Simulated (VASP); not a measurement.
CdF2:

```
Cd F
1.0
     0.00000    2.72945    2.72945
     2.72945    0.00000    2.72945
     2.72945    2.72945    0.00000
Cd F
1 2
Direct
  0.00000 0.00000 0.00000
  0.75000 0.75000 0.75000
  0.25000 0.25000 0.25000
```

Base run:

- Program: VASP 6.6.1
- Functional: PBEsol
- Potentials or basis: VASP PAW PBE potentials, release 64 (Cd_sv_GW, F)
- Cutoff: 700 eV
- k mesh: 9 × 9 × 9
- Occupations: fermi-dirac, width 0.05 eV
- Spin: no spin polarisation

Its results: band gap on the k mesh 2.82 eV (least direct gap 3.33 eV); pressure -4.4 GPa.

Task: The run is repeated on the same cell with these changes: functional from PBEsol to r2SCAN; cutoff from 700 eV to 770 eV. What comes out?

Result: Band gap on the k mesh 3.67 eV (least direct gap 4.21 eV); pressure -4.4 GPa.

Caveats: the cell stands under tension; the PAW data sets were made with another functional, which shifts forces and pressure a little; an odd mesh through Γ misses points on the zone boundary, where band edges can lie.
